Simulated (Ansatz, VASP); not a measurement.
## One calculation of Al3Cu2, two programs

```xyz
5
Lattice="4.0986 0.0000 0.0000 -2.0493 3.3898 0.0000 0.0000 0.0000 4.9821" Properties=species:S:1:pos:R:3 pbc="T T T"
Al    0.0000    0.0000    0.0000
Al    0.0000    2.2598    1.7512
Al    2.0493    1.1299    3.2309
Cu    0.0000    2.2598    4.1964
Cu    2.0493    1.1299    0.7857
```

Change from the starting cell: strain -0.0450 x Voigt [0, 1, 0, 0, 0, 0], atoms carried along.

Alike in both runs: task single point; functional PBEsol; k mesh 12 × 12 × 10; occupations gaussian, width 0.15 eV; no spin polarisation.

|  | VASP | Ansatz |
| --- | --- | --- |
| version | VASP 6.6.1 | Ansatz 0.2.0 |
| potentials or method | VASP PAW PBE potentials, release 64 (Al, Cu), cutoff 520 eV | scalar-relativistic, plane waves, PAW |
| valence electrons in the cell | 31 | 47 |

Ansatz gave:

```
gap on the k mesh at the Fermi level (eV)                     : none
pressure (GPa)                                                : 6.1
traceless stress, the component that is largest in VASP (GPa) : 5.98
rms of the force components (eV/Å)                            : 0.094
```

Question: Which values does VASP return?

Answer: gap on the k mesh at the Fermi level (eV): none; pressure (GPa): 6.4; traceless stress, the component that is largest in VASP (GPa): 5.95; rms of the force components (eV/Å): 0.095.

VASP's potentials were made for PBE, not for PBEsol. Atom by atom the forces differ by 0.002 eV/Å (rms over components). A gap of «none» marks a metal or a gap that the smearing closes. VASP's potentials hold 31 valence electrons a cell and Ansatz's 47, so a difference there can come from the potentials and not from the codes.
